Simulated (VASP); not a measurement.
# Pb (P6_3/mmc) in VASP: a series of runs

Pb is run at these levels: r2SCAN; tasks: single point.

Program: VASP 6.6.1. These are calculated values, not measurements. Logs are shortened: lines on timing, memory, paths and dates and some standing lists are left out, and cuts for length are marked.

## 1. The cell of the first run

The structure is hexagonal, space group P6_3/mmc (No. 194). Conventional cell: a = 3.389 Å, b = 3.389 Å, c = 10.986 Å, α = 90.00°, β = 90.00°, γ = 120.00°. Pb (site symmetry -3m) has 12 Pb at 3.37 to 3.39 Å within 4.4 Å. Within 4.4 Å of Pb (site symmetry -6m2) lie 12 Pb at 3.37 to 3.39 Å.

This isn't the form of Pb at room conditions, which is fcc.

## 2. Single point, r2SCAN (27.32 Å³/atom)

Contents of POSCAR:

```
Pb
1.0
    3.3890400638      0.0000000000      0.0000000000
   -1.6945200319      2.9349947897      0.0000000000
    0.0000000000      0.0000000000     10.9855667475
Pb
4
Direct
    0.0000000000      0.0000000000      1.0000000000
    0.0000000000      0.0000000000      0.5000000000
    0.3333333333      0.6666666667      0.2500000000
    0.6666666667      0.3333333333      0.7500000000
```

Contents of INCAR.step1:

```
PREC = Accurate ; ENCUT = 520
ISMEAR = -1 ; SIGMA = 0.1
LREAL = F ; LASPH = T
NELM = 60 ; NBANDS = 36
GGA = PE ; ALGO = Normal
EDIFF = 1E-4 ; LWAVE = T
LCHARG = F
```

Contents of INCAR.step2:

```
PREC = Accurate ; ENCUT = 520
EDIFF = 1E-7 ; ISMEAR = -1
SIGMA = 0.1 ; LREAL = F
LASPH = T ; NELM = 60
ALGO = Normal ; ISIF = 2
LWAVE = F ; LCHARG = F
METAGGA = R2SCAN ; LMIXTAU = T
NBANDS = 36 ; ISTART = 1
```

Contents of KPOINTS:

```
Automatic mesh
0
Gamma
  12 12 3
```

Potentials or basis: VASP PAW PBE potentials, release 64 (Pb_d).

On the command line:

```sh
> cat potpaw_PBE.64/Pb_d/POTCAR > POTCAR
> cp INCAR.step1 INCAR
> mpirun -np 1 vasp_std > vasp.out
> cp INCAR.step2 INCAR
> mpirun -np 1 vasp_std > vasp.out
```

OUTCAR:

```text
PREC = Accurate
   ENCUT = 520
   EDIFF = 1E-7
   ISMEAR = -1
   LREAL = F
   LASPH = T
   NELM = 60
   ISIF = 2
   METAGGA = R2SCAN
   ISTART = 1

 ion  position               nearest neighbor table
   1  0.000  0.000  0.000-   3 3.37   4 3.37   4 3.37   3 3.37   4 3.37   3 3.37
   2  0.000  0.000  0.500-   3 3.37   4 3.37   4 3.37   3 3.37   4 3.37   3 3.37
   3  0.333  0.667  0.250-   1 3.37   2 3.37   1 3.37   2 3.37   1 3.37   2 3.37
   4  0.667  0.333  0.750-   1 3.37   2 3.37   1 3.37   2 3.37   1 3.37   2 3.37

  LATTYP: Found a hexagonal cell.
 ALAT       =     3.3890400638
 C/A-ratio  =     3.2414980468

  Lattice vectors:

 A1 = (   3.3890400638,   0.0000000000,   0.0000000000)
 A2 = (  -1.6945200319,   2.9349947897,   0.0000000000)
 A3 = (   0.0000000000,   0.0000000000,  10.9855667475)

Analysis of symmetry for initial positions (statically):
=====================================================================
 Subroutine PRICEL returns:
 Original cell was already a primitive cell.

 Routine SETGRP: Setting up the symmetry group for a
 hexagonal supercell.

 Subroutine GETGRP returns: Found 24 space group operations
 (whereof 12 operations were pure point group operations)
 out of a pool of 24 trial point group operations.

The static configuration has the point symmetry D_3d.
 The point group associated with its full space group is D_6h.

Analysis of symmetry for dynamics (positions and initial velocities):
=====================================================================
 Subroutine PRICEL returns:
 Original cell was already a primitive cell.

 Routine SETGRP: Setting up the symmetry group for a
 hexagonal supercell.

 Subroutine GETGRP returns: Found 24 space group operations
 (whereof 12 operations were pure point group operations)
 out of a pool of 24 trial point group operations.

The dynamic configuration has the point symmetry D_3d.
 The point group associated with its full space group is D_6h.

 Subroutine INISYM returns: Found 24 space group operations
 (whereof 12 operations are pure point group operations),
 and found     1 'primitive' translations

----------------------------------------------------------------------------------------

                                     Primitive cell

  volume of cell :     109.2714

  direct lattice vectors                    reciprocal lattice vectors
     3.389040064  0.000000000  0.000000000     0.295068804  0.170358054  0.000000000
    -1.694520032  2.934994790  0.000000000     0.000000000  0.340716107  0.000000000
     0.000000000  0.000000000 10.985566748     0.000000000  0.000000000  0.091028531

  length of vectors
     3.389040064  3.389040064 10.985566748     0.340716107  0.340716107  0.091028531

  position of ions in fractional coordinates (direct lattice)
     0.000000000  0.000000000  0.000000000
     0.000000000  0.000000000  0.500000000
     0.333333333  0.666666667  0.250000000
     0.666666667  0.333333333  0.750000000

  ion indices of the primitive-cell ions
   primitive index   ion index
                 1           1
                 2           2
                 3           3
                 4           4

----------------------------------------------------------------------------------------

 KPOINTS: Automatic mesh

Automatic generation of k-mesh.
 Grid dimensions read from file:
 generate k-points for:   12   12    3

 Generating k-lattice:

  Cartesian coordinates                     Fractional coordinates (reciprocal lattice)
     0.024589067  0.014196504  0.000000000     0.083333333 -0.000000000  0.000000000
     0.000000000  0.028393009  0.000000000     0.000000000  0.083333333  0.000000000
     0.000000000  0.000000000  0.030342844     0.000000000  0.000000000  0.333333333

  Length of vectors
     0.028393009  0.028393009  0.030342844

  Shift w.r.t. Gamma in fractional coordinates (k-lattice)
     0.000000000  0.000000000  0.000000000

 Subroutine IBZKPT returns following result:
 ===========================================

 Found     38 irreducible k-points:

 Following reciprocal coordinates:
            Coordinates               Weight
  0.000000  0.000000  0.000000      1.000000
  0.083333  0.000000  0.000000      6.000000
  0.166667  0.000000  0.000000      6.000000
  0.250000  0.000000  0.000000      6.000000
  0.333333  0.000000  0.000000      6.000000
  0.416667  0.000000  0.000000      6.000000
[... 16 lines left out ...]
  0.250000  0.000000  0.333333     12.000000
  0.333333  0.000000  0.333333     12.000000
 [... further k-points ...]
   k-points           NKPTS =     38   k-points in BZ     NKDIM =     38   number of bands    NBANDS=     36
   number of dos      NEDOS =    301   number of ions     NIONS =      4
   total plane-waves  NPLWV =  65856
   dimension x,y,z NGX =    28 NGY =   28 NGZ =   84
   dimension x,y,z NGXF=    56 NGYF=   56 NGZF=  168
   ions per type =               4
   NGX,Y,Z   is equivalent  to a cutoff of  13.74, 13.74, 12.71 a.u.
   NGXF,Y,Z  is equivalent  to a cutoff of  27.47, 27.47, 25.42 a.u.
 SYSTEM =  unknown system
   PREC   = accura    normal or accurate (medium, high low for compatibility)
   ISTART =      1    job   : 0-new  1-cont  2-samecut
   ICHARG =      0    charge: 1-file 2-atom 10-const
   ISPIN  =      1    spin polarized calculation?
   LNONCOLLINEAR =      F non collinear calculations
   LSORBIT =      F    spin-orbit coupling
   LASPH  =      T    aspherical Exc in radial PAW
   ENCUT  =  520.0 eV  38.22 Ry    6.18 a.u.   6.30  6.30 20.43*2*pi/ulx,y,z
   NELM   =     60;   NELMIN=  2; NELMDL=  0     # of ELM steps
   EDIFF  = 0.1E-06   stopping-criterion for ELM
   LREAL  =      F    real-space projection
   EDIFFG = 0.1E-05   stopping-criterion for IOM
   NSW    =      0    number of steps for IOM
   IBRION =     -1    ionic relax: 0-MD 1-quasi-New 2-CG
   NFREE  =      0    steps in history (QN), initial steepest desc. (CG)
   ISIF   =      2    stress and relaxation
   ISYM   =      2    0-nonsym 1-usesym 2-fastsym
   POTIM  = 0.5000    time-step for ionic-motion
   TEBEG  =    0.0;   TEEND  =   0.0 temperature during run
   PSTRESS=    0.0 pullay stress
   NELECT =      56.0000    total number of electrons
   NUPDOWN=      -1.0000    fix difference up-down
   EMIN   =  10.00;   EMAX   =-10.00  energy-range for DOS
   EFERMI =   0.00;   METHOD = LEGACY
   ISMEAR =    -1;   SIGMA  =   0.10  broadening in eV -4-tet -1-fermi 0-gaus
   EFERMI_NEDOS =   21; number of points for ismear=-14 and -15
   IALGO  =     38    algorithm
   IMIX   =      4    mixing-type and parameters
     AMIX     =   0.40;   BMIX     =  1.00
     AMIX_MAG =   1.60;   BMIX_MAG =  1.00
  volume/ion in A,a.u.               =      27.32       184.35
  Fermi-wavevector in a.u.,A,eV,Ry     =   1.310093  2.475716 23.352260  1.716343
  Thomas-Fermi vector in A             =   2.440647
   LORBIT       =      0    0 simple, 1 ext, 2 COOP (PROOUT), +10 PAW based schemes
   METAGGA = R2SCAN    functional components
   LHFCALC =     F    Hartree Fock is set to
   AEXX    =    0.0000 exact exchange contribution
   IVDW    =     0    specifies the selected vdW correction
   LEPSILON=     F    determine dielectric tensor
   LRPA    =     F    only Hartree local field effects (RPA)
 non-spin polarized calculation
  energy-cutoff  :      520.00
  volume of cell :      109.27
 maximum number of plane-waves:      2969
 NGX is ok and might be reduce to    28
   NGX = 13   NGY = 13   NGZ = 41

 number of electron      55.9999996 magnetization

 Free energy of the ion-electron system (eV)
  ---------------------------------------------------
  ext. energy  EPLUGINS =         0.00000000
  ---------------------------------------------------
  free energy    TOTEN  =      -224.78575510 eV

  energy without entropy =     -224.72054785  energy(sigma->0) =     -224.75315147

 E-fermi :   8.4823     XC(G=0): -11.5059

 val. band max:        8.4579518028   @ k =   0.1667   0.1667   0.0000
 cond. band min:       8.4859437672   @ k =   0.2500   0.0000   0.3333
 fundamental gap:      0.0279919644
 Fermi energy:         8.4823325192

 k-point     1 :       0.0000    0.0000    0.0000
  band No.  band energies     occupation
      1      -9.4456      2.00000
      2      -9.4010      2.00000
      3      -9.3908      2.00000
      4      -9.3707      2.00000
      5      -9.3686      2.00000
      6      -9.3686      2.00000
[... 28 lines left out ...]
     35      16.9814      0.00000
     36      17.2974      0.00000

 k-point     2 :       0.0833    0.0000    0.0000
  band No.  band energies     occupation
      1      -9.4333      2.00000
      2      -9.4067      2.00000
      3      -9.3883      2.00000
      4      -9.3696      2.00000
      5      -9.3683      2.00000
      6      -9.3682      2.00000
[... 28 lines left out ...]
     35      17.0795      0.00000
     36      17.2057      0.00000

 k-point     3 :       0.1667    0.0000    0.0000
  band No.  band energies     occupation
      1      -9.4514      2.00000
      2      -9.4200      2.00000
      3      -9.4088      2.00000
      4      -9.3627      2.00000
      5      -9.3542      2.00000
      6      -9.3372      2.00000
[... 28 lines left out ...]
     35      16.2877      0.00000
     36      16.9897      0.00000

 k-point     4 :       0.2500    0.0000    0.0000
  band No.  band energies     occupation
      1      -9.5018      2.00000
      2      -9.4452      2.00000
      3      -9.4426      2.00000
      4      -9.3754      2.00000
      5      -9.3742      2.00000
      6      -9.3235      2.00000
[... 28 lines left out ...]
     35      14.9523      0.00000
     36      16.2201      0.00000

 k-point     5 :       0.3333    0.0000    0.0000
  band No.  band energies     occupation
      1      -9.5510      2.00000
      2      -9.4815      2.00000
      3      -9.4701      2.00000
      4      -9.4227      2.00000
      5      -9.4069      2.00000
      6      -9.3442      2.00000
[... 655 lines left out ...]
 k-point    22 :       0.1667    0.0000    0.3333
  band No.  band energies     occupation
      1      -9.4486      2.00000
      2      -9.4366      2.00000
      3      -9.3905      2.00000
      4      -9.3665      2.00000
      5      -9.3509      2.00000
      6      -9.3335      2.00000
[... 28 lines left out ...]
     35      15.6430      0.00000
     36      16.5433      0.00000

 k-point    23 :       0.2500    0.0000    0.3333
  band No.  band energies     occupation
      1      -9.4962      2.00000
      2      -9.4756      2.00000
      3      -9.4096      2.00000
      4      -9.3753      2.00000
      5      -9.3513      2.00000
      6      -9.3320      2.00000
[... 28 lines left out ...]
     35      14.9922      0.00000
     36      15.7932      0.00000

 k-point    24 :       0.3333    0.0000    0.3333
  band No.  band energies     occupation
      1      -9.5414      2.00000
      2      -9.5130      2.00000
      3      -9.4369      2.00000
      4      -9.4020      2.00000
      5      -9.3976      2.00000
      6      -9.3604      2.00000
[... 28 lines left out ...]
     35      14.0826      0.00000
     36      15.0695      0.00000

 [... further k-points ...]
[... 5 lines left out ...]
  --------------------------------------------------------------------------------------
  -------------------------------------------------------------------------------------
  Total        5.1699635      5.1699635      5.5758209      0.0000000     -0.0000000      0.0000000
  in kB       75.8039011     75.8039011     81.7547302      0.0000000     -0.0000000      0.0000000
  external PRESSURE =      77.7875108 kB  Pullay stress =       0.0000000 kB

 VOLUME and BASIS-vectors are now :
 -----------------------------------------------------------------------------
  energy-cutoff  :      520.00
  volume of cell :      109.27
      direct lattice vectors                 reciprocal lattice vectors
     3.389040064  0.000000000  0.000000000     0.295068804  0.170358054  0.000000000
    -1.694520032  2.934994790  0.000000000     0.000000000  0.340716107  0.000000000
     0.000000000  0.000000000 10.985566748     0.000000000  0.000000000  0.091028531

 POSITION                                       TOTAL-FORCE (eV/Angst)
 -----------------------------------------------------------------------------------
      0.00000      0.00000      0.00000         0.000000      0.000000     -0.000000
      0.00000      0.00000      5.49278         0.000000      0.000000     -0.000000
     -0.00000      1.95666      2.74639        -0.000000      0.000000      0.000000
      1.69452      0.97833      8.23918         0.000000      0.000000     -0.000000
 -----------------------------------------------------------------------------------
    total drift:                                0.000000     -0.000000      0.000000

  FREE ENERGIE OF THE ION-ELECTRON SYSTEM (eV)
  ---------------------------------------------------
  free  energy   TOTEN  =      -224.7857550953 eV

  energy  without entropy=     -224.7205478524  energy(sigma->0) =     -224.75315147
```

Run time: 17 min. Hardware: 1 thread of Intel Xeon 8259CL, shared host; peak memory 0.33 GiB.

Results:

| Property | Result |
| --- | --- |
| Free energy | -224.7858 eV |
| Pressure | 7.8 GPa |
| Band gap on the k mesh | zero (bands 28 and 29 overlap by 8.97 eV) |

Caveat: the cell stands under pressure; the PAW data sets were made with another functional, which shifts forces and pressure a little; spin-orbit coupling is left out, which moves the levels of the heavy elements.

[end of part 1 of 2]

The gap in the log of VASP goes by the Fermi energy; the results here count the filled bands.